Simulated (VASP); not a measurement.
# I (P6_3/mmc) in VASP: further runs, part 2 of 2

VASP 6.6.1. Earlier steps stand in the parts before.

### 4 Single point, PBE

This run uses another cell than the first one, of 32.46 Å³/atom.

Contents of INCAR:

```
SYSTEM = I
PREC     = Accurate       ! precision mode
ENCUT    = 520            ! plane-wave cutoff, eV
EDIFF    = 1E-6           ! SCF threshold, eV
ISMEAR   = -1             ! smearing method
SIGMA    = 0.02           ! smearing width, eV
LREAL    = .FALSE.        ! projectors in reciprocal space
LASPH    = .TRUE.         ! aspherical terms in the spheres
NELM     = 80             ! most SCF steps
ALGO     = Normal         ! electronic algorithm
ISIF     = 2              ! what is computed and relaxed
LWAVE    = .FALSE.        ! write WAVECAR
LCHARG   = .FALSE.        ! write CHGCAR
GGA      = PE             ! functional
NBANDS   = 14             ! bands
```

Contents of KPOINTS:

```
Automatic mesh
0
G
  8 8 4
  0 0 0
```

Contents of POSCAR:

```
I
1.0
    3.2463051760      0.0000000000      0.0000000000
   -1.6231525880      2.8113827509      0.0000000000
    0.0000000000      0.0000000000      7.1137271014
I
2
Direct
    0.3333333333      0.6666666667      0.2500000000
    0.6666666667      0.3333333333      0.7500000000
```

Potentials or basis: VASP PAW PBE potentials, release 64 (I).

Command:

```bash
> cat potpaw_PBE.64/I/POTCAR > POTCAR
> mpirun -np 1 vasp_std > vasp.out
```

OUTCAR:

```text
SYSTEM = I
   PREC = Accurate
   ENCUT = 520
   EDIFF = 1E-6
   ISMEAR = -1
   LREAL = .FALSE.
   LASPH = .TRUE.
   NELM = 80
   ISIF = 2
   GGA = PE

 ion  position               nearest neighbor table
   1  0.333  0.667  0.250-
   2  0.667  0.333  0.750-

  LATTYP: Found a hexagonal cell.
 ALAT       =     3.2463051760
 C/A-ratio  =     2.1913303635

  Lattice vectors:

 A1 = (   3.2463051760,   0.0000000000,   0.0000000000)
 A2 = (  -1.6231525880,   2.8113827509,   0.0000000000)
 A3 = (   0.0000000000,   0.0000000000,   7.1137271014)

Analysis of symmetry for initial positions (statically):
=====================================================================
 Subroutine PRICEL returns:
 Original cell was already a primitive cell.

 Routine SETGRP: Setting up the symmetry group for a
 hexagonal supercell.

 Subroutine GETGRP returns: Found 24 space group operations
 (whereof 12 operations were pure point group operations)
 out of a pool of 24 trial point group operations.

The static configuration has the point symmetry D_3d.
 The point group associated with its full space group is D_6h.

Analysis of symmetry for dynamics (positions and initial velocities):
=====================================================================
 Subroutine PRICEL returns:
 Original cell was already a primitive cell.

 Routine SETGRP: Setting up the symmetry group for a
 hexagonal supercell.

 Subroutine GETGRP returns: Found 24 space group operations
 (whereof 12 operations were pure point group operations)
 out of a pool of 24 trial point group operations.

The dynamic configuration has the point symmetry D_3d.
 The point group associated with its full space group is D_6h.

 Subroutine INISYM returns: Found 24 space group operations
 (whereof 12 operations are pure point group operations),
 and found     1 'primitive' translations

----------------------------------------------------------------------------------------

                                     Primitive cell

  volume of cell :      64.9242

  direct lattice vectors                    reciprocal lattice vectors
     3.246305176  0.000000000  0.000000000     0.308042512  0.177848427  0.000000000
    -1.623152588  2.811382751  0.000000000     0.000000000  0.355696854  0.000000000
     0.000000000  0.000000000  7.113727101     0.000000000  0.000000000  0.140573287

  length of vectors
     3.246305176  3.246305176  7.113727101     0.355696854  0.355696854  0.140573287

  position of ions in fractional coordinates (direct lattice)
     0.333333333  0.666666667  0.250000000
     0.666666667  0.333333333  0.750000000

  ion indices of the primitive-cell ions
   primitive index   ion index
                 1           1
                 2           2

----------------------------------------------------------------------------------------

 KPOINTS: Automatic mesh

Automatic generation of k-mesh.
 Grid dimensions read from file:
 generate k-points for:    8    8    4

 Generating k-lattice:

  Cartesian coordinates                     Fractional coordinates (reciprocal lattice)
     0.038505314  0.022231053  0.000000000     0.125000000  0.000000000  0.000000000
     0.000000000  0.044462107  0.000000000     0.000000000  0.125000000  0.000000000
[... 39 lines left out ...]
 [... further k-points ...]
   k-points           NKPTS =     30   k-points in BZ     NKDIM =     30   number of bands    NBANDS=     14
   number of dos      NEDOS =    301   number of ions     NIONS =      2
   total plane-waves  NPLWV =  31104
   dimension x,y,z NGX =    24 NGY =   24 NGZ =   54
   dimension x,y,z NGXF=    48 NGYF=   48 NGZF=  108
   ions per type =               2
   NGX,Y,Z   is equivalent  to a cutoff of  12.29, 12.29, 12.62 a.u.
   NGXF,Y,Z  is equivalent  to a cutoff of  24.58, 24.58, 25.24 a.u.
 SYSTEM =  I
   PREC   = accura    normal or accurate (medium, high low for compatibility)
   ISTART =      0    job   : 0-new  1-cont  2-samecut
   ICHARG =      2    charge: 1-file 2-atom 10-const
   ISPIN  =      1    spin polarized calculation?
   LNONCOLLINEAR =      F non collinear calculations
   LSORBIT =      F    spin-orbit coupling
   LASPH  =      T    aspherical Exc in radial PAW
   ENCUT  =  520.0 eV  38.22 Ry    6.18 a.u.   6.04  6.04 13.23*2*pi/ulx,y,z
   NELM   =     80;   NELMIN=  2; NELMDL= -5     # of ELM steps
   EDIFF  = 0.1E-05   stopping-criterion for ELM
   LREAL  =      F    real-space projection
   EDIFFG = 0.1E-04   stopping-criterion for IOM
   NSW    =      0    number of steps for IOM
   IBRION =     -1    ionic relax: 0-MD 1-quasi-New 2-CG
   NFREE  =      0    steps in history (QN), initial steepest desc. (CG)
   ISIF   =      2    stress and relaxation
   ISYM   =      2    0-nonsym 1-usesym 2-fastsym
   POTIM  = 0.5000    time-step for ionic-motion
   TEBEG  =    0.0;   TEEND  =   0.0 temperature during run
   PSTRESS=    0.0 pullay stress
   NELECT =      14.0000    total number of electrons
   NUPDOWN=      -1.0000    fix difference up-down
   EMIN   =  10.00;   EMAX   =-10.00  energy-range for DOS
   EFERMI =   0.00;   METHOD = LEGACY
   ISMEAR =    -1;   SIGMA  =   0.02  broadening in eV -4-tet -1-fermi 0-gaus
   EFERMI_NEDOS =   21; number of points for ismear=-14 and -15
   IALGO  =     38    algorithm
   IMIX   =      4    mixing-type and parameters
     AMIX     =   0.40;   BMIX     =  1.00
     AMIX_MAG =   1.60;   BMIX_MAG =  1.00
  volume/ion in A,a.u.               =      32.46       219.07
  Fermi-wavevector in a.u.,A,eV,Ry     =   0.981707  1.855158 13.112603  0.963749
  Thomas-Fermi vector in A             =   2.112734
   LORBIT       =      0    0 simple, 1 ext, 2 COOP (PROOUT), +10 PAW based schemes
   GGA     = PE    functional components
   LHFCALC =     F    Hartree Fock is set to
   AEXX    =    0.0000 exact exchange contribution
   IVDW    =     0    specifies the selected vdW correction
   LEPSILON=     F    determine dielectric tensor
   LRPA    =     F    only Hartree local field effects (RPA)
 non-spin polarized calculation
  energy-cutoff  :      520.00
  volume of cell :       64.92
 maximum number of plane-waves:      1772
   NGX = 13   NGY = 13   NGZ = 27

 number of electron      13.9999996 magnetization

 Free energy of the ion-electron system (eV)
  ---------------------------------------------------
  ext. energy  EPLUGINS =         0.00000000
  ---------------------------------------------------
  free energy    TOTEN  =        -2.28829370 eV

  energy without entropy =       -2.28669764  energy(sigma->0) =       -2.28749567

 E-fermi :   5.7037     XC(G=0):  -9.3479

 val. band max:        5.6576914889   @ k =   0.3750   0.0000   0.0000
 cond. band min:       5.7201854339   @ k =   0.3750   0.0000   0.2500
 fundamental gap:      0.0624939450
 Fermi energy:         5.7037246955

 k-point     1 :       0.0000    0.0000    0.0000
  band No.  band energies     occupation
      1      -8.8882      2.00000
      2      -8.3265      2.00000
      3       0.6185      2.00000
      4       4.1844      2.00000
      5       7.7080      0.00000
      6       7.7080      0.00000
      7       7.9242      0.00000
      8       7.9242      0.00000
      9      10.6342      0.00000
     10      14.5630      0.00000
     11      15.4040      0.00000
     12      16.1686      0.00000
     13      16.1686      0.00000
     14      16.5719      0.00000
[... 377 lines left out ...]
      1      -6.7843      2.00000
      2      -6.7843      2.00000
      3       0.9416      2.00000
      4       0.9416      2.00000
      5       3.9087      2.00000
      6       3.9087      2.00000
      7       5.8778      0.00033
      8       5.8778      0.00033
      9      11.4492      0.00000
     10      11.4492      0.00000
     11      12.3426      0.00000
     12      12.3426      0.00000
     13      17.0612      0.00000
     14      17.0612      0.00000

 [... further k-points ...]

------------------------ aborting loop because EDIFF is reached ----------------------------------------

  FORCE on cell =-STRESS in cart. coord.  units (eV):
  Direction    XX          YY          ZZ          XY          YZ          ZX
  --------------------------------------------------------------------------------------
  -------------------------------------------------------------------------------------
  Total        1.9958668      1.9958668      2.0297576      0.0000000     -0.0000000      0.0000000
  in kB       49.2533313     49.2533313     50.0896766      0.0000000     -0.0000000      0.0000000
  external PRESSURE =      49.5321131 kB  Pullay stress =       0.0000000 kB

 VOLUME and BASIS-vectors are now :
 -----------------------------------------------------------------------------
  energy-cutoff  :      520.00
  volume of cell :       64.92
      direct lattice vectors                 reciprocal lattice vectors
     3.246305176  0.000000000  0.000000000     0.308042512  0.177848427  0.000000000
    -1.623152588  2.811382751  0.000000000     0.000000000  0.355696854  0.000000000
     0.000000000  0.000000000  7.113727101     0.000000000  0.000000000  0.140573287

 POSITION                                       TOTAL-FORCE (eV/Angst)
 -----------------------------------------------------------------------------------
     -0.00000      1.87426      1.77843         0.000000      0.000000      0.000000
      1.62315      0.93713      5.33530        -0.000000     -0.000000      0.000000
 -----------------------------------------------------------------------------------
    total drift:                               -0.000000      0.000000      0.000000

  FREE ENERGIE OF THE ION-ELECTRON SYSTEM (eV)
  ---------------------------------------------------
  free  energy   TOTEN  =        -2.2882937000 eV

  energy  without entropy=       -2.2866976400  energy(sigma->0) =       -2.28749567
```

Run time: 25 s. Hardware: 1 thread of Intel Xeon 8259CL, shared host; peak memory 0.18 GiB.

Results:

```
Free energy            : -2.2883 eV
Pressure               : 5.0 GPa
Band gap on the k mesh : zero (bands 7 and 8 overlap by 3.51 eV)
```

Caveat: the cell stands under pressure; spin-orbit coupling is left out, which moves the levels of the heavy elements; this functional lacks dispersion, which binds layers or chains, so the pressure and a relaxed spacing across them are unreliable.

### 5 Single point, PBE

This run uses another cell than the first one, of 46.52 Å³/atom.

Contents of INCAR:

```
PREC = Accurate
ENCUT = 520
EDIFF = 1E-7
ISMEAR = -1
SIGMA = 0.02
LREAL = False
LASPH = True
NELM = 80
ALGO = Normal
ISIF = 2
LWAVE = False
LCHARG = True
GGA = PE
LELF = True
LVHAR = True
NBANDS = 14
```

Contents of KPOINTS:

```
Automatic mesh
0
Gamma
  8 8 4
```

Contents of POSCAR:

```
I
1.0
    3.3576675091      0.0000000000      0.0000000000
   -1.6788337545      2.9078253603      0.0000000000
    0.0000000000      0.0000000000      9.5291092375
I
2
Direct
    0.3333333333      0.6666666667      0.2500000000
    0.6666666667      0.3333333333      0.7500000000
```

Command:

```bash
> cat potpaw_PBE.64/I/POTCAR > POTCAR
> mpirun -np 1 vasp_std > vasp.out
```

It took 58 s on 1 thread of Intel Xeon 8259CL, shared host; peak memory 0.23 GiB.

The run converged. Its results:

```yaml
Free_energy: -2.5233 eV
Pressure: 0.0 GPa
Band_gap_on_the_k_mesh: zero (bands 7 and 8 overlap by 2.91 eV)
```

Levels at points of the mesh, in eV from the Fermi level:
| k point | band 4 | band 5 | band 6 | band 7 | band 8 | band 9 | band 10 | band 11 |
| --- | --- | --- | --- | --- | --- | --- | --- | --- |
| (0.00, 0.00, 0.00) | -2.62 | 1.71 | 1.71 | 1.72 | 1.72 | 4.07 | 8.15 | 8.76 |
| (0.50, 0.00, 0.00) | -4.99 | -1.28 | -1.04 | -0.12 | -0.08 | 5.29 | 6.20 | 6.33 |
| (0.00, 0.00, 0.50) | -3.05 | 1.71 | 1.71 | 1.71 | 1.71 | 5.53 | 5.53 | 8.84 |
| (0.50, 0.00, 0.50) | -5.01 | -1.15 | -1.15 | -0.10 | -0.10 | 5.47 | 5.47 | 6.42 |

Caveat: spin-orbit coupling is left out, which moves the levels of the heavy elements; this functional lacks dispersion, which binds layers or chains, so the pressure and a relaxed spacing across them are unreliable.

### 6 The runs side by side

```tsv
cell	gap on the mesh (eV)	pressure (GPa)
a = 3.087, b = 3.087, c = 6.260 Å, angles 90.0, 90.0, 120.0°, 2 atoms	none	19.9
a = 3.178, b = 3.178, c = 6.695 Å, angles 90.0, 90.0, 120.0°, 2 atoms	none	9.9
a = 3.246, b = 3.246, c = 7.114 Å, angles 90.0, 90.0, 120.0°, 2 atoms	none	5.0
a = 3.358, b = 3.358, c = 9.529 Å, angles 90.0, 90.0, 120.0°, 2 atoms	none	0.0
```

Alike in all rows: task single point; level PBE; potentials or basis VASP PAW PBE potentials, release 64 (I); no spin polarisation; k mesh 8 × 8 × 4; cutoff (eV) 520; smearing fermi-dirac 0.02 eV.

Caveats: spin-orbit coupling is left out, which moves the levels of the heavy elements; this functional lacks dispersion, which binds layers or chains, so the pressure and a relaxed spacing across them are unreliable; the cell stands under pressure (at least some runs).

Absolute energies hang on the potentials; compare differences alone.

The gap in the log of VASP goes by the Fermi energy; the results here count the filled bands.